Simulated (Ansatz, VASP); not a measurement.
## One calculation of Cs2Cl, two programs

```
Cs Cl
1.0
     3.10527    1.79283    5.08766
    -3.10527    1.79283    5.08766
     0.00000   -3.58565    5.08766
Cs Cl
2 1
Cartesian
  0.0000 0.0000 3.8172
  0.0000 0.0000 11.4458
  0.0000 0.0000 0.0000
```

Alike in both runs: functional PBE; k mesh 9 × 9 × 9; occupations gaussian, width 0.1 eV; no spin polarisation.

Ansatz relaxed the structure, and its values are those at the end. VASP's run is a single point on that final structure, the one shown.

```csv
,VASP,Ansatz
version,VASP 6.6.1,Ansatz 0.2.0
potentials or method,"VASP PAW PBE potentials, release 64 (Cs_sv, Cl), cutoff 520 eV","scalar-relativistic, plane waves, PAW"
valence electrons in the cell,25,25
```

|  | VASP | Ansatz | Ansatz less VASP |
| --- | --- | --- | --- |
| gap on the k mesh at the Fermi level (eV) | none | none | - |
| pressure (GPa) | 0.0 | 0.0 | 0.00 |

A gap of «none» marks a metal or a gap that the smearing closes. The functional is the same, so the differences come from potentials, cutoffs and numerics.

Neither program's run includes spin-orbit coupling.
